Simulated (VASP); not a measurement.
# Li (P6_3/mmc) in VASP: settings compared, part 2 of 2

VASP 6.6.1.

**3. Single point, RPBE**

File INCAR:

```
PREC = Accurate
ENCUT = 520
EDIFF = 1E-6
ISMEAR = -1
SIGMA = 0.13605693122994
LREAL = False
LASPH = True
NELM = 60
ALGO = Normal
ISIF = 2
LWAVE = False
LCHARG = False
GGA = RP
NBANDS = 10
```

File KPOINTS:

```
Automatic mesh
0
Gamma
  6 6 4
```

File POSCAR:

```
Li
1.0
    3.1110021516      0.0000000000      0.0000000000
   -1.5555010758      2.6942068945      0.0000000000
    0.0000000000      0.0000000000      5.0930000000
Li
2
Direct
    0.3333333333      0.6666666667      0.2500000000
    0.6666666667      0.3333333333      0.7500000000
```

Potentials or basis: VASP PAW PBE potentials, release 64 (Li_sv).

Command:

```
> cat potpaw_PBE.64/Li_sv/POTCAR > POTCAR
> mpirun -np 1 vasp_std > vasp.out
```

OUTCAR:

```text
PREC = Accurate
   ENCUT = 520
   EDIFF = 1E-6
   ISMEAR = -1
   LREAL = False
   LASPH = True
   NELM = 60
   ISIF = 2
   GGA = RP

 ion  position               nearest neighbor table
   1  0.333  0.667  0.250-
   2  0.667  0.333  0.750-

  LATTYP: Found a hexagonal cell.
 ALAT       =     3.1110021516
 C/A-ratio  =     1.6370930497

  Lattice vectors:

 A1 = (   3.1110021516,   0.0000000000,   0.0000000000)
 A2 = (  -1.5555010758,   2.6942068945,   0.0000000000)
 A3 = (   0.0000000000,   0.0000000000,   5.0930000000)

Analysis of symmetry for initial positions (statically):
=====================================================================
 Subroutine PRICEL returns:
 Original cell was already a primitive cell.

 Routine SETGRP: Setting up the symmetry group for a
 hexagonal supercell.

 Subroutine GETGRP returns: Found 24 space group operations
 (whereof 12 operations were pure point group operations)
 out of a pool of 24 trial point group operations.

The static configuration has the point symmetry D_3d.
 The point group associated with its full space group is D_6h.

Analysis of symmetry for dynamics (positions and initial velocities):
=====================================================================
 Subroutine PRICEL returns:
 Original cell was already a primitive cell.

 Routine SETGRP: Setting up the symmetry group for a
 hexagonal supercell.

 Subroutine GETGRP returns: Found 24 space group operations
 (whereof 12 operations were pure point group operations)
 out of a pool of 24 trial point group operations.

The dynamic configuration has the point symmetry D_3d.
 The point group associated with its full space group is D_6h.

 Subroutine INISYM returns: Found 24 space group operations
 (whereof 12 operations are pure point group operations),
 and found     1 'primitive' translations

----------------------------------------------------------------------------------------

                                     Primitive cell

  volume of cell :      42.6879

  direct lattice vectors                    reciprocal lattice vectors
     3.111002152  0.000000000  0.000000000     0.321439829  0.185583372  0.000000000
    -1.555501076  2.694206895  0.000000000     0.000000000  0.371166744  0.000000000
     0.000000000  0.000000000  5.093000000     0.000000000  0.000000000  0.196347929

  length of vectors
     3.111002152  3.111002152  5.093000000     0.371166744  0.371166744  0.196347929

  position of ions in fractional coordinates (direct lattice)
     0.333333333  0.666666667  0.250000000
     0.666666667  0.333333333  0.750000000

  ion indices of the primitive-cell ions
   primitive index   ion index
                 1           1
                 2           2

----------------------------------------------------------------------------------------

 KPOINTS: Automatic mesh

Automatic generation of k-mesh.
 Grid dimensions read from file:
 generate k-points for:    6    6    4

 Generating k-lattice:

  Cartesian coordinates                     Fractional coordinates (reciprocal lattice)
     0.053573305  0.030930562  0.000000000     0.166666667  0.000000000  0.000000000
     0.000000000  0.061861124  0.000000000     0.000000000  0.166666667  0.000000000
     0.000000000  0.000000000  0.049086982     0.000000000  0.000000000  0.250000000

  Length of vectors
     0.061861124  0.061861124  0.049086982

  Shift w.r.t. Gamma in fractional coordinates (k-lattice)
     0.000000000  0.000000000  0.000000000

 Subroutine IBZKPT returns following result:
 ===========================================

 Found     21 irreducible k-points:

 Following reciprocal coordinates:
            Coordinates               Weight
  0.000000  0.000000  0.000000      1.000000
  0.166667 -0.000000  0.000000      6.000000
  0.333333 -0.000000  0.000000      6.000000
  0.500000 -0.000000  0.000000      3.000000
  0.166667  0.166667  0.000000      6.000000
  0.333333  0.166667  0.000000     12.000000
[... 13 lines left out ...]
  0.333333  0.166667  0.500000     12.000000
  0.333333  0.333333  0.500000      2.000000
   k-points           NKPTS =     21   k-points in BZ     NKDIM =     21   number of bands    NBANDS=     10
   number of dos      NEDOS =    301   number of ions     NIONS =      2
   total plane-waves  NPLWV =  23040
   dimension x,y,z NGX =    24 NGY =   24 NGZ =   40
   dimension x,y,z NGXF=    48 NGYF=   48 NGZF=   80
   ions per type =               2
   NGX,Y,Z   is equivalent  to a cutoff of  12.83, 12.83, 13.06 a.u.
   NGXF,Y,Z  is equivalent  to a cutoff of  25.65, 25.65, 26.11 a.u.
 SYSTEM =  unknown system
   PREC   = accura    normal or accurate (medium, high low for compatibility)
   ISTART =      0    job   : 0-new  1-cont  2-samecut
   ICHARG =      2    charge: 1-file 2-atom 10-const
   ISPIN  =      1    spin polarized calculation?
   LNONCOLLINEAR =      F non collinear calculations
   LSORBIT =      F    spin-orbit coupling
   LASPH  =      T    aspherical Exc in radial PAW
   ENCUT  =  520.0 eV  38.22 Ry    6.18 a.u.   5.78  5.78  9.47*2*pi/ulx,y,z
   NELM   =     60;   NELMIN=  2; NELMDL= -5     # of ELM steps
   EDIFF  = 0.1E-05   stopping-criterion for ELM
   LREAL  =      F    real-space projection
   EDIFFG = 0.1E-04   stopping-criterion for IOM
   NSW    =      0    number of steps for IOM
   IBRION =     -1    ionic relax: 0-MD 1-quasi-New 2-CG
   NFREE  =      0    steps in history (QN), initial steepest desc. (CG)
   ISIF   =      2    stress and relaxation
   ISYM   =      2    0-nonsym 1-usesym 2-fastsym
   POTIM  = 0.5000    time-step for ionic-motion
   TEBEG  =    0.0;   TEEND  =   0.0 temperature during run
   PSTRESS=    0.0 pullay stress
   NELECT =       6.0000    total number of electrons
   NUPDOWN=      -1.0000    fix difference up-down
   EMIN   =  10.00;   EMAX   =-10.00  energy-range for DOS
   EFERMI =   0.00;   METHOD = LEGACY
   ISMEAR =    -1;   SIGMA  =   0.14  broadening in eV -4-tet -1-fermi 0-gaus
   EFERMI_NEDOS =   21; number of points for ismear=-14 and -15
   IALGO  =     38    algorithm
   IMIX   =      4    mixing-type and parameters
     AMIX     =   0.40;   BMIX     =  1.00
     AMIX_MAG =   1.60;   BMIX_MAG =  1.00
  volume/ion in A,a.u.               =      21.34       144.04
  Fermi-wavevector in a.u.,A,eV,Ry     =   0.851184  1.608505  9.857621  0.724515
  Thomas-Fermi vector in A             =   1.967278
   LORBIT       =      0    0 simple, 1 ext, 2 COOP (PROOUT), +10 PAW based schemes
   GGA     = RP    functional components
   LHFCALC =     F    Hartree Fock is set to
   AEXX    =    0.0000 exact exchange contribution
   IVDW    =     0    specifies the selected vdW correction
   LEPSILON=     F    determine dielectric tensor
   LRPA    =     F    only Hartree local field effects (RPA)
 non-spin polarized calculation
  energy-cutoff  :      520.00
  volume of cell :       42.69
 maximum number of plane-waves:      1182
 NGX is ok and might be reduce to    24
   NGX = 11   NGY = 11   NGZ = 19

 number of electron       5.9999991 magnetization

 Free energy of the ion-electron system (eV)
  ---------------------------------------------------
  ext. energy  EPLUGINS =         0.00000000
  ---------------------------------------------------
  free energy    TOTEN  =        -3.64920499 eV

  energy without entropy =       -3.59644093  energy(sigma->0) =       -3.62282296

 E-fermi :   0.5116     XC(G=0):  -6.8866

 val. band max:        0.4784279422   @ k =   0.5000  -0.0000   0.0000
 cond. band min:       0.5396954346   @ k =   0.0000   0.0000   0.0000
 fundamental gap:      0.0612674924
 Fermi energy:         0.5115750912

 k-point     1 :       0.0000    0.0000    0.0000
  band No.  band energies     occupation
      1     -46.2680      2.00000
      2     -46.2540      2.00000
      3      -2.9578      2.00000
      4       0.5397      0.89703
      5       3.2892      0.00000
      6      12.7422      0.00000
      7      12.7423      0.00000
      8      14.0878      0.00000
      9      14.0879      0.00000
     10      14.6687      0.00000
[... 248 lines left out ...]
 k-point    21 :       0.3333    0.3333    0.5000
  band No.  band energies     occupation
      1     -46.2504      2.00000
      2     -46.2504      2.00000
      3       2.6689      0.00000
      4       2.6689      0.00000
      5       3.2351      0.00000
      6       3.2351      0.00000
      7       6.5209      0.00000
      8       6.5209      0.00000
      9      12.0501      0.00000
     10      12.0501      0.00000

------------------------ aborting loop because EDIFF is reached ----------------------------------------

  FORCE on cell =-STRESS in cart. coord.  units (eV):
  Direction    XX          YY          ZZ          XY          YZ          ZX
  --------------------------------------------------------------------------------------
  -------------------------------------------------------------------------------------
  Total        0.0308941      0.0308941     -0.2356497      0.0000000      0.0000000      0.0000000
  in kB        1.1595265      1.1595265     -8.8444860      0.0000000      0.0000000      0.0000000
  external PRESSURE =      -2.1751443 kB  Pullay stress =       0.0000000 kB

 VOLUME and BASIS-vectors are now :
 -----------------------------------------------------------------------------
  energy-cutoff  :      520.00
  volume of cell :       42.69
      direct lattice vectors                 reciprocal lattice vectors
     3.111002152  0.000000000  0.000000000     0.321439829  0.185583372  0.000000000
    -1.555501076  2.694206895  0.000000000     0.000000000  0.371166744  0.000000000
     0.000000000  0.000000000  5.093000000     0.000000000  0.000000000  0.196347929

 POSITION                                       TOTAL-FORCE (eV/Angst)
 -----------------------------------------------------------------------------------
     -0.00000      1.79614      1.27325         0.000000     -0.000000      0.000000
      1.55550      0.89807      3.81975        -0.000000      0.000000      0.000000
 -----------------------------------------------------------------------------------
    total drift:                               -0.000000      0.000000      0.000000

  FREE ENERGIE OF THE ION-ELECTRON SYSTEM (eV)
  ---------------------------------------------------
  free  energy   TOTEN  =        -3.6492049883 eV

  energy  without entropy=       -3.5964409253  energy(sigma->0) =       -3.62282296
```

stdout:

```text
POSCAR found type information on POSCAR Li
 POSCAR found :  1 types and       2 ions
 scaLAPACK will be used
 -----------------------------------------------------------------------------
|                                                                             |
|                                                                             |
|     You enforced a specific xc type in the INCAR file but a different       |
|     I HOPE YOU KNOW WHAT YOU ARE DOING!                                     |
|                                                                             |
 -----------------------------------------------------------------------------

 LDA part: xc-table for (Slater+PW92), standard interpolation
 POSCAR, INCAR and KPOINTS ok, starting setup
 FFT: planning ... GRIDC
 FFT: planning ... GRID_SOFT
 FFT: planning ... GRID
 WAVECAR not read
 entering main loop
```

Wall time 9.5 s (1 thread of Intel Xeon 8259CL, shared host); peak memory 0.15 GiB.

Results:

| Quantity | Value |
| --- | --- |
| Free energy | -3.6492 eV |
| Band gap on the k mesh | zero (bands 3 and 4 overlap by 4.53 eV) |

Caveat: the k points lie up to 0.39 Å⁻¹ apart, too coarse for converged energies and pressures of a metal; the cutoff is under 1.25 times the usual one of these potentials, so pressure, stress and relaxed cells hold a basis-set (Pulay) error; the PAW data sets were made with another functional, which shifts forces and pressure a little.

**4. Single point, PBE+D4**

File INCAR:

```
PREC     = Accurate       # precision mode
ENCUT    = 520            # plane-wave cutoff, eV
EDIFF    = 1E-6           # SCF threshold, eV
ISMEAR   = 0              # smearing method
SIGMA    = 0.1            # smearing width, eV
LREAL    = F              # projectors in reciprocal space
LASPH    = T              # aspherical terms in the spheres
NELM     = 100            # most SCF steps
ALGO     = Normal         # electronic algorithm
ISIF     = 2              # what is computed and relaxed
LWAVE    = F              # write WAVECAR
LCHARG   = T              # write CHGCAR
GGA      = PE             # functional
IVDW     = 13             # dispersion correction
LELF     = T              # ELF
LVHAR    = T            
NBANDS   = 10             # bands
```

KPOINTS is that of step 3.

POSCAR is that of step 3.

Command:

```
> cat potpaw_PBE.64/Li_sv/POTCAR > POTCAR
> mpirun -np 1 vasp_std > vasp.out
```

Wall time 11 s (1 thread of Intel Xeon 8259CL, shared host); peak memory 0.15 GiB.

It converged, with:

```yaml
Free_energy: -3.8452 eV
Band_gap_on_the_k_mesh: zero (bands 3 and 4 overlap by 4.51 eV)
Dispersion_energy_per_atom: -0.018 eV
```

Levels at points of the mesh, in eV from the Fermi level:
| k point | band 1 | band 2 | band 3 | band 4 | band 5 | band 6 |
| --- | --- | --- | --- | --- | --- | --- |
| (0.00, 0.00, 0.00) | -46.51 | -46.49 | -3.38 | 0.11 | 2.85 | 12.15 |
| (0.50, 0.00, 0.00) | -46.49 | -46.49 | 0.04 | 1.10 | 4.65 | 5.77 |
| (0.00, 0.00, 0.50) | -46.50 | -46.50 | -2.29 | -2.29 | 7.76 | 7.76 |
| (0.50, 0.00, 0.50) | -46.49 | -46.49 | 0.79 | 0.79 | 3.45 | 3.45 |

Caveat: the k points lie up to 0.39 Å⁻¹ apart, too coarse for converged energies and pressures of a metal; the cutoff is under 1.25 times the usual one of these potentials, so pressure, stress and relaxed cells hold a basis-set (Pulay) error.

**5. Relaxation of cell and atoms, PBE**

File INCAR:

```
SYSTEM = Li
  ALGO = Normal
  EDIFF = 1E-6
  EDIFFG = -0.09
  ENCUT = 600
  GGA = PE
  IBRION = 2
  ISIF = 3
  ISMEAR = 0
  ISYM = 0
  LASPH = .True.
  LCHARG = .False.
  LREAL = .False.
  LWAVE = .False.
  NELM = 80
  NSW = 50
  PREC = Accurate
  SIGMA = 0.1
```

File KPOINTS:

```
Automatic mesh
0
Gamma
  3 3 2
  0.5 0.5 0.5
```

POSCAR is that of step 4.

Command:

```
> cat potpaw_PBE.64/Li_sv/POTCAR > POTCAR
> mpirun -np 1 vasp_std > vasp.out
```

Run time: 13 s. Hardware: 1 thread of Intel Xeon 8259CL, shared host; peak memory 0.16 GiB.

Results (log left out):

```yaml
Free_energy: -3.6117 eV
Pressure_after_relaxing: -0.4 GPa
Band_gap_on_the_k_mesh: zero (bands 3 and 4 overlap by 0.79 eV)
```

Stress tensor (GPa, compression positive):
```
-0.58  0.00  0.00
 0.00 -0.58  0.00
 0.00  0.00 -0.17
```

Final structure:
```xyz
2
Lattice="3.1110 0.0000 0.0000 -1.5555 2.6942 0.0000 0.0000 0.0000 5.0930" Properties=species:S:1:pos:R:3 pbc="T T T"
Li    0.0000    1.7961    1.2732
Li    1.5555    0.8981    3.8197
```

Levels at points of the mesh, in eV from the Fermi level:
```csv
k point,band 1,band 2,band 3,band 4,band 5,band 6,band 7
"(0.17, 0.17, 0.25)",-46.45,-46.44,-1.75,0.45,5.24,6.86,7.90
```

Caveat: the k points lie up to 0.78 Å⁻¹ apart in the final cell, too coarse for converged energies and pressures of a metal; the cutoff is under 1.25 times the usual one of these potentials, so pressure, stress and relaxed cells hold a basis-set (Pulay) error; the relaxation stopped at its first step, so nothing moved.

**6. Summary**

| task | level | cell | k mesh | cutoff (eV) | smearing | gap on the mesh (eV) |
| --- | --- | --- | --- | --- | --- | --- |
| single point | PBEsol | as given | 7 × 7 × 2 | 520 | gaussian 0.1 eV | none |
| single point | RPBE | as given | 6 × 6 × 4 | 520 | fermi-dirac 0.136057 eV | none |
| single point | PBE+D4 | as given | 6 × 6 × 4 | 520 | gaussian 0.1 eV | none |
| relaxation of cell and atoms | PBE | relaxed | 3 × 3 × 2, shifted | 600 | gaussian 0.1 eV | none |

Alike in all rows: potentials or basis VASP PAW PBE potentials, release 64 (Li_sv); no spin polarisation.

Caveats: all runs use coarse meshes; the cutoff is under 1.25 times the usual one of these potentials, so pressure, stress and relaxed cells hold a basis-set (Pulay) error; the PAW data sets were made with another functional, which shifts forces and pressure a little (at least some runs); the relaxation stopped at its first step, so nothing moved (at least some runs).

Total energies depend on the potentials used, so only differences within one code and one set of settings carry meaning.
